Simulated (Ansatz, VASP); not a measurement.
One calculation of MnCu2, two programs

```
Mn Cu
1.0
     2.52954    0.00000    0.00000
    -1.26477    2.19065    0.00000
     0.00000    0.00000   12.50181
Mn Cu
2 4
Direct
  0.33333 0.66667 0.42692
  0.66667 0.33333 0.57308
  0.33333 0.66667 0.74491
  0.33333 0.66667 0.08492
  0.66667 0.33333 0.91508
  0.66667 0.33333 0.25509
```

Alike in both runs: task relaxation of cell and atoms; functional PBE; k mesh 18 × 18 × 4; occupations gaussian, width 0.1 eV; no spin polarisation.

```csv
,VASP,Ansatz
version,VASP 6.6.1,Ansatz 0.2.0
potentials or method,"VASP PAW PBE potentials, release 64 (Mn_pv, Cu), cutoff 600 eV","scalar-relativistic, plane waves, PAW"
valence electrons in the cell,70,106
```

```csv
,VASP,Ansatz,Ansatz less VASP
"gap on the k mesh at the Fermi level, each at its own relaxed structure (eV)",none,none,-
relaxed volume (Å³/atom),11.58,11.55,-0.031
relaxed length of the cell vector where the two differ most in proportion (Å),12.514,12.502,-0.0122
```

A gap of «none» marks a metal or a gap that the smearing closes. VASP's potentials hold 70 valence electrons a cell and Ansatz's 106, so a difference there can come from the potentials and not from the codes.
